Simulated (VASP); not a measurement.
# HfC (P6_3/mmc) in VASP: further runs

HfC is run at these levels: PBEsol, BLYP, LDA; tasks: single point.

Program: VASP 6.6.1. These are calculated values, not measurements. Logs are shortened: lines on timing, memory, paths and dates and some standing lists are left out, and cuts for length are marked.

### Step 1. The cell of the first run

The structure is hexagonal, space group P6_3/mmc (No. 194). Conventional cell: a = 3.343 Å, b = 3.343 Å, c = 5.203 Å, α = 90.00°, β = 90.00°, γ = 120.00°. Within 3.1 Å of Hf (site symmetry -6m2) lie 6 C at 2.33 Å. C (site symmetry -3m) has 6 Hf at 2.33 Å and 2 C at 2.60 Å within 3.1 Å.

### Step 2. Single point, PBEsol

INCAR

```
SYSTEM = HfC
PREC = Accurate ; ENCUT = 520
EDIFF = 1E-6 ; ISMEAR = 1
SIGMA = 0.1 ; LREAL = .False.
LASPH = .True. ; NELM = 100
ALGO = Normal ; ISIF = 2
LWAVE = .False. ; LCHARG = .True.
GGA = PS ; LELF = .True.
LVHAR = .True. ; NBANDS = 22
```

KPOINTS

```
Automatic mesh
0
Gamma
  9 9 5
  0 0 0
```

POSCAR

```
HfC
1.0
    3.3428660500      0.0000000000      0.0000000000
   -1.6714330300      2.8950069200      0.0000000000
    0.0000000000      0.0000000000      5.2027140000
Hf C
2 2
Direct
    0.6666666667      0.3333333333      0.7500000000
    0.3333333333      0.6666666667      0.2500000000
    0.0000000000      0.0000000000      0.0000000000
    0.0000000000      0.0000000000      0.5000000000
```

Potentials or basis: VASP PAW PBE potentials, release 64 (Hf_pv, C).

Run with:

```console
cat potpaw_PBE.64/Hf_pv/POTCAR potpaw_PBE.64/C/POTCAR > POTCAR
mpirun -np 1 vasp_std > vasp.out
```

OUTCAR:

```text
SYSTEM = HfC
   PREC = Accurate
   ENCUT = 520
   EDIFF = 1E-6
   ISMEAR = 1
   LREAL = .False.
   LASPH = .True.
   NELM = 100
   ISIF = 2
   GGA = PS

 ion  position               nearest neighbor table
   1  0.667  0.333  0.750-   3 2.33   4 2.33   3 2.33   4 2.33   3 2.33   4 2.33   2 3.24   2 3.24
                             2 3.24   2 3.24   2 3.24   2 3.24
   2  0.333  0.667  0.250-   3 2.33   4 2.33   3 2.33   4 2.33   3 2.33   4 2.33   1 3.24   1 3.24
                             1 3.24   1 3.24   1 3.24   1 3.24
   3  0.000  0.000  0.000-   1 2.33   2 2.33   1 2.33   2 2.33   1 2.33   2 2.33
   4  0.000  0.000  0.500-   1 2.33   2 2.33   1 2.33   2 2.33   1 2.33   2 2.33

  LATTYP: Found a hexagonal cell.
 ALAT       =     3.3428660500
 C/A-ratio  =     1.5563632889

  Lattice vectors:

 A1 = (   3.3428660500,   0.0000000000,   0.0000000000)
 A2 = (  -1.6714330300,   2.8950069200,   0.0000000000)
 A3 = (   0.0000000000,   0.0000000000,   5.2027140000)

Analysis of symmetry for initial positions (statically):
=====================================================================
 Subroutine PRICEL returns:
 Original cell was already a primitive cell.

 Routine SETGRP: Setting up the symmetry group for a
 hexagonal supercell.

 Subroutine GETGRP returns: Found 24 space group operations
 (whereof 12 operations were pure point group operations)
 out of a pool of 24 trial point group operations.

The static configuration has the point symmetry D_3d.
 The point group associated with its full space group is D_6h.

Analysis of symmetry for dynamics (positions and initial velocities):
=====================================================================
 Subroutine PRICEL returns:
 Original cell was already a primitive cell.

 Routine SETGRP: Setting up the symmetry group for a
 hexagonal supercell.

 Subroutine GETGRP returns: Found 24 space group operations
 (whereof 12 operations were pure point group operations)
 out of a pool of 24 trial point group operations.

The dynamic configuration has the point symmetry D_3d.
 The point group associated with its full space group is D_6h.

 Subroutine INISYM returns: Found 24 space group operations
 (whereof 12 operations are pure point group operations),
 and found     1 'primitive' translations

----------------------------------------------------------------------------------------

                                     Primitive cell

  volume of cell :      50.3499

  direct lattice vectors                    reciprocal lattice vectors
     3.342866050  0.000000000  0.000000000     0.299144502  0.172711159  0.000000000
    -1.671433030  2.895006920  0.000000000     0.000000000  0.345422318  0.000000000
     0.000000000  0.000000000  5.202714000     0.000000000  0.000000000  0.192207375

  length of vectors
     3.342866050  3.342866052  5.202714000     0.345422318  0.345422318  0.192207375

  position of ions in fractional coordinates (direct lattice)
     0.666666667  0.333333333  0.750000000
     0.333333333  0.666666667  0.250000000
     0.000000000  0.000000000  0.000000000
     0.000000000  0.000000000  0.500000000

  ion indices of the primitive-cell ions
   primitive index   ion index
                 1           1
                 2           2
                 3           3
                 4           4

----------------------------------------------------------------------------------------

 KPOINTS: Automatic mesh

Automatic generation of k-mesh.
 Grid dimensions read from file:
 generate k-points for:    9    9    5

 Generating k-lattice:

  Cartesian coordinates                     Fractional coordinates (reciprocal lattice)
     0.033238278  0.019190129  0.000000000     0.111111111 -0.000000000  0.000000000
     0.000000000  0.038380258  0.000000000     0.000000000  0.111111111  0.000000000
     0.000000000  0.000000000  0.038441475     0.000000000  0.000000000  0.200000000

  Length of vectors
     0.038380258  0.038380258  0.038441475

  Shift w.r.t. Gamma in fractional coordinates (k-lattice)
     0.000000000  0.000000000  0.000000000

 Subroutine IBZKPT returns following result:
 ===========================================

 Found     36 irreducible k-points:

 Following reciprocal coordinates:
            Coordinates               Weight
  0.000000  0.000000  0.000000      1.000000
  0.111111  0.000000  0.000000      6.000000
  0.222222  0.000000  0.000000      6.000000
  0.333333  0.000000  0.000000      6.000000
  0.444444  0.000000  0.000000      6.000000
  0.111111  0.111111  0.000000      6.000000
[... 16 lines left out ...]
  0.333333  0.222222  0.200000     24.000000
  0.333333  0.333333  0.200000      4.000000
 [... further k-points ...]
   k-points           NKPTS =     36   k-points in BZ     NKDIM =     36   number of bands    NBANDS=     22
   number of dos      NEDOS =    301   number of ions     NIONS =      4
   total plane-waves  NPLWV =  31360
   dimension x,y,z NGX =    28 NGY =   28 NGZ =   40
   dimension x,y,z NGXF=    56 NGYF=   56 NGZF=   80
   ions per type =               2   2
   NGX,Y,Z   is equivalent  to a cutoff of  13.92, 13.92, 12.78 a.u.
   NGXF,Y,Z  is equivalent  to a cutoff of  27.85, 27.85, 25.56 a.u.
 SYSTEM =  HfC
   PREC   = accura    normal or accurate (medium, high low for compatibility)
   ISTART =      0    job   : 0-new  1-cont  2-samecut
   ICHARG =      2    charge: 1-file 2-atom 10-const
   ISPIN  =      1    spin polarized calculation?
   LNONCOLLINEAR =      F non collinear calculations
   LSORBIT =      F    spin-orbit coupling
   LASPH  =      T    aspherical Exc in radial PAW
   ENCUT  =  520.0 eV  38.22 Ry    6.18 a.u.   6.22  6.22  9.67*2*pi/ulx,y,z
   NELM   =    100;   NELMIN=  2; NELMDL= -5     # of ELM steps
   EDIFF  = 0.1E-05   stopping-criterion for ELM
   LREAL  =      F    real-space projection
   EDIFFG = 0.1E-04   stopping-criterion for IOM
   NSW    =      0    number of steps for IOM
   IBRION =     -1    ionic relax: 0-MD 1-quasi-New 2-CG
   NFREE  =      0    steps in history (QN), initial steepest desc. (CG)
   ISIF   =      2    stress and relaxation
   ISYM   =      2    0-nonsym 1-usesym 2-fastsym
   POTIM  = 0.5000    time-step for ionic-motion
   TEBEG  =    0.0;   TEEND  =   0.0 temperature during run
   PSTRESS=    0.0 pullay stress
   NELECT =      28.0000    total number of electrons
   NUPDOWN=      -1.0000    fix difference up-down
   EMIN   =  10.00;   EMAX   =-10.00  energy-range for DOS
   EFERMI =   0.00;   METHOD = LEGACY
   ISMEAR =     1;   SIGMA  =   0.10  broadening in eV -4-tet -1-fermi 0-gaus
   EFERMI_NEDOS =   21; number of points for ismear=-14 and -15
   IALGO  =     38    algorithm
   IMIX   =      4    mixing-type and parameters
     AMIX     =   0.40;   BMIX     =  1.00
     AMIX_MAG =   1.60;   BMIX_MAG =  1.00
  volume/ion in A,a.u.               =      12.59        84.94
  Fermi-wavevector in a.u.,A,eV,Ry     =   1.346257  2.544057 24.659309  1.812408
  Thomas-Fermi vector in A             =   2.474104
   LORBIT       =      0    0 simple, 1 ext, 2 COOP (PROOUT), +10 PAW based schemes
   GGA     = PS    functional components
   LHFCALC =     F    Hartree Fock is set to
   AEXX    =    0.0000 exact exchange contribution
   IVDW    =     0    specifies the selected vdW correction
   LEPSILON=     F    determine dielectric tensor
   LRPA    =     F    only Hartree local field effects (RPA)
 non-spin polarized calculation
 Methfessel and Paxton  Order N= 1 SIGMA  =   0.10
  energy-cutoff  :      520.00
  volume of cell :       50.35
 maximum number of plane-waves:      1375
 NGX is ok and might be reduce to    28
   NGX = 13   NGY = 13   NGZ = 19

 number of electron      28.0000002 magnetization

 Free energy of the ion-electron system (eV)
  ---------------------------------------------------
  ext. energy  EPLUGINS =         0.00000000
  ---------------------------------------------------
  free energy    TOTEN  =       -43.59237076 eV

  energy without entropy =      -43.59219740  energy(sigma->0) =      -43.59231297

 E-fermi :   6.2097     XC(G=0): -12.4129

 val. band max:        6.1894576527   @ k =   0.2222   0.2222   0.2000
 cond. band min:       6.2802460271   @ k =   0.1111   0.1111   0.2000
 fundamental gap:      0.0907883744
 Fermi energy:         6.2097398985

 k-point     1 :       0.0000    0.0000    0.0000
  band No.  band energies     occupation
      1     -24.2997      2.00000
      2     -23.7280      2.00000
      3     -23.7280      2.00000
      4     -23.6375      2.00000
      5     -23.6375      2.00000
      6     -23.5527      2.00000
[... 14 lines left out ...]
     21      10.2823      0.00000
     22      14.4101      0.00000

 k-point     2 :       0.1111    0.0000    0.0000
  band No.  band energies     occupation
      1     -24.2709      2.00000
      2     -23.7856      2.00000
      3     -23.7499      2.00000
      4     -23.6914      2.00000
      5     -23.6400      2.00000
      6     -23.5638      2.00000
[... 14 lines left out ...]
     21      10.9522      0.00000
     22      13.8456      0.00000

 k-point     3 :       0.2222    0.0000    0.0000
  band No.  band energies     occupation
      1     -24.1916      2.00000
      2     -23.9327      2.00000
      3     -23.8206      2.00000
      4     -23.7995      2.00000
      5     -23.6518      2.00000
      6     -23.5982      2.00000
[... 14 lines left out ...]
     21      12.6225      0.00000
     22      12.7939      0.00000
[... 476 lines left out ...]
 k-point    23 :       0.3333    0.2222    0.2000
  band No.  band energies     occupation
      1     -24.1742      2.00000
      2     -24.0822      2.00000
      3     -23.9865      2.00000
      4     -23.8581      2.00000
      5     -23.8087      2.00000
      6     -23.7071      2.00000
[... 14 lines left out ...]
     21      13.2566      0.00000
     22      13.7283      0.00000

 k-point    24 :       0.3333    0.3333    0.2000
  band No.  band energies     occupation
      1     -24.1420      2.00000
      2     -24.0504      2.00000
      3     -24.0504      2.00000
      4     -23.9128      2.00000
      5     -23.7590      2.00000
      6     -23.7590      2.00000
[... 14 lines left out ...]
     21      14.1420      0.00000
     22      14.1420      0.00000

 [... further k-points ...]

------------------------ aborting loop because EDIFF is reached ----------------------------------------

  FORCE on cell =-STRESS in cart. coord.  units (eV):
  Direction    XX          YY          ZZ          XY          YZ          ZX
  --------------------------------------------------------------------------------------
  -------------------------------------------------------------------------------------
  Total       -2.8371459     -2.8371459     -1.7315825      0.0000000      0.0000000      0.0000000
  in kB      -90.2804508    -90.2804508    -55.1004601      0.0000002      0.0000000      0.0000000
  external PRESSURE =     -78.5537872 kB  Pullay stress =       0.0000000 kB

 VOLUME and BASIS-vectors are now :
 -----------------------------------------------------------------------------
  energy-cutoff  :      520.00
  volume of cell :       50.35
      direct lattice vectors                 reciprocal lattice vectors
     3.342866050  0.000000000  0.000000000     0.299144502  0.172711159  0.000000000
    -1.671433030  2.895006920  0.000000000     0.000000000  0.345422318  0.000000000
     0.000000000  0.000000000  5.202714000     0.000000000  0.000000000  0.192207375

 POSITION                                       TOTAL-FORCE (eV/Angst)
 -----------------------------------------------------------------------------------
      1.67143      0.96500      3.90204         0.000000     -0.000000      0.000000
     -0.00000      1.93000      1.30068        -0.000000      0.000000      0.000000
      0.00000      0.00000      0.00000        -0.000000      0.000000      0.000000
      0.00000      0.00000      2.60136         0.000000      0.000000      0.000000
 -----------------------------------------------------------------------------------
    total drift:                                0.000000     -0.000000      0.000000

  FREE ENERGIE OF THE ION-ELECTRON SYSTEM (eV)
  ---------------------------------------------------
  free  energy   TOTEN  =       -43.5923707559 eV

  energy  without entropy=      -43.5921973977  energy(sigma->0) =      -43.59231297
```

Wall time 62 s (1 thread of Intel Xeon 8259CL, shared host); peak memory 0.17 GiB.

What came out:

| Quantity | Value |
| --- | --- |
| Free energy | -43.5924 eV |
| Pressure | -7.9 GPa |
| Band gap on the k mesh | zero (band 14 reaches 7.25 eV, above the bottom of band 15 at 6.19 eV) |

Stress tensor (GPa, compression positive):
```
-9.03  0.00  0.00
 0.00 -9.03  0.00
 0.00  0.00 -5.51
```

Caveat: the PAW data sets were made with another functional, which shifts forces and pressure a little; spin-orbit coupling is left out, which moves the levels of the heavy elements.

### Step 3. Single point, BLYP

INCAR

```
SYSTEM = HfC
PREC = Accurate
ENCUT = 520
EDIFF = 1E-6
ISMEAR = 1
SIGMA = 0.1
LREAL = .FALSE.
LASPH = .TRUE.
NELM = 60
ALGO = Normal
ISIF = 2
LWAVE = .FALSE.
LCHARG = .FALSE.
GGA = B5
ALDAX = 1.0
AGGAX = 1.0
AGGAC = 1.0
ALDAC = 0.0
NBANDS = 22
```

KPOINTS

```
Automatic mesh
0
G
  9 9 5
  0 0 0
```

POSCAR is that of step 2.

Potentials or basis: VASP PAW PBE potentials, release 64 (Hf_pv, C).

Run with:

```console
cat potpaw_PBE.64/Hf_pv/POTCAR potpaw_PBE.64/C/POTCAR > POTCAR
mpirun -np 1 vasp_std > vasp.out
```

Run time: 90 s. Hardware: 1 thread of Intel Xeon 8259CL, shared host; peak memory 0.17 GiB.

It converged, with:

| Item | Value |
| --- | --- |
| Free energy | -37.3498 eV |
| Pressure | 6.7 GPa |
| Band gap on the k mesh | zero (band 14 reaches 8.01 eV, above the bottom of band 15 at 6.83 eV) |

Stress tensor (GPa, compression positive):
```
 4.51  0.00  0.00
 0.00  4.51  0.00
 0.00  0.00 11.10
```

Levels at points of the mesh, in eV from the Fermi level:
| k point | band 12 | band 13 | band 14 | band 15 | band 16 | band 17 |
| --- | --- | --- | --- | --- | --- | --- |
| (0.00, 0.00, 0.00) | -1.21 | -1.21 | 1.15 | 1.49 | 1.49 | 1.95 |

Caveat: the PAW data sets were made with another functional, which shifts forces and pressure a little; spin-orbit coupling is left out, which moves the levels of the heavy elements.

### Step 4. Single point, LDA

INCAR

```
SYSTEM = HfC
PREC = Accurate ; ENCUT = 520
EDIFF = 1E-6 ; ISMEAR = 1
SIGMA = 0.1 ; LREAL = .FALSE.
LASPH = .TRUE. ; NELM = 100
ALGO = Normal ; ISIF = 2
LWAVE = .FALSE. ; LCHARG = .FALSE.
GGA = CA ; NBANDS = 22
```

KPOINTS

```
regular mesh
0
G
  9 9 5
  0 0 0
```

POSCAR is that of step 3.

Potentials or basis: VASP PAW LDA potentials, release 64 (Hf_pv, C).

Run with:

```console
cat potpaw_LDA.64/Hf_pv/POTCAR potpaw_LDA.64/C/POTCAR > POTCAR
mpirun -np 1 vasp_std > vasp.out
```

Run time: 55 s. Hardware: 1 thread of Intel Xeon 8259CL, shared host; peak memory 0.15 GiB.

Results (log left out):

```
Free energy            : -44.9373 eV
Pressure               : -12.3 GPa
Band gap on the k mesh : zero (band 14 reaches 7.27 eV, above the bottom of band 15 at 6.21 eV)
```

Stress tensor (GPa, compression positive):
```
-13.58   0.00   0.00
  0.00 -13.58   0.00
  0.00   0.00  -9.89
```

Levels at points of the mesh, in eV from the Fermi level:
```tsv
k point	band 12	band 13	band 14	band 15	band 16	band 17
(0.00, 0.00, 0.00)	-1.13	-1.13	1.04	1.44	1.44	1.92
```

Caveat: spin-orbit coupling is left out, which moves the levels of the heavy elements.

### Step 5. The runs side by side

```csv
level,potentials or basis,gap on the mesh (eV),pressure (GPa)
PBEsol,"VASP PAW PBE potentials, release 64 (Hf_pv, C)",none,-7.9
BLYP,"VASP PAW PBE potentials, release 64 (Hf_pv, C)",none,6.7
LDA,"VASP PAW LDA potentials, release 64 (Hf_pv, C)",none,-12.3
```

Alike in all rows: task single point; no spin polarisation; cell as given; k mesh 9 × 9 × 5; cutoff (eV) 520; smearing methfessel-paxton 0.1 eV.

Caveats: spin-orbit coupling is left out, which moves the levels of the heavy elements; the PAW data sets were made with another functional, which shifts forces and pressure a little (some runs).

Absolute energies hang on the potentials; compare differences alone.
